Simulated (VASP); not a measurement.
Input of a VASP 6.6.1 run:

The input INCAR:

```
SYSTEM = Mn
PREC = Accurate
ENCUT = 520
EDIFF = 1E-6
ISMEAR = -1
SIGMA = 0.05
LREAL = .False.
LASPH = .True.
NELM = 150
ALGO = Normal
ISIF = 2
LWAVE = .False.
LCHARG = .True.
ISPIN = 2
MAGMOM = 3
LORBIT = 11
LMAXMIX = 4
GGA = PE
LELF = .True.
LVHAR = .True.
NBANDS = 16
```

The input KPOINTS:

```
regular mesh
0
Gamma
  15 15 15
  0 0 0
```

The input POSCAR:

```
Mn
1.0
   -1.3975143256      1.3975143256      1.3975143256
    1.3975143256     -1.3975143256      1.3975143256
    1.3975143256      1.3975143256     -1.3975143256
Mn
1
Direct
    0.0000000000      0.0000000000      0.0000000000
```

Potentials or basis: VASP PAW PBE potentials, release 64 (Mn_pv).

Run with:

```bash
$ cat potpaw_PBE.64/Mn_pv/POTCAR > POTCAR
$ mpirun -np 1 vasp_std > vasp.out
```

Q: What does it give for the net moment?

A: 0.81 μB per cell.

Q: Predict the pressure.

A: 0.1 GPa.

Q: Predict the site moments.

A: Mn +0.81 μB.
